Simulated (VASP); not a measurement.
Crystal: Cu.

```
Cu
1.0
     0.00000    1.81947    1.81947
     1.81947    0.00000    1.81947
     1.81947    1.81947    0.00000
Cu
1
Direct
  0.00000 0.00000 0.00000
```

Base run:

| Property | Result |
| --- | --- |
| Program | VASP 6.6.1 |
| Functional | PBE |
| Dispersion | D3(BJ) |
| Potentials or basis | VASP PAW PBE potentials, release 64 (Cu) |
| Cutoff | 600 eV |
| k mesh | 13 × 13 × 13 |
| Occupations | fermi-dirac, width 0.05 eV |
| Spin | no spin polarisation |

Its results: pressure -8.5 GPa.

Question: After a change of settings the same cell gave: pressure -12.4 GPa. Which change was it?
A. functional from PBE to BLYP; dispersion from D3(BJ) to D4
B. functional from PBE to RPBE
C. functional from PBE to revPBE
D. functional from PBE to PBEsol; dispersion from D3(BJ) to none; cutoff from 600 eV to 520 eV

Answer: C.

Caveats: pairwise dispersion overbinds metals, which lowers pressure and volume; the PAW data sets were made with another functional, which shifts forces and pressure a little (some runs).
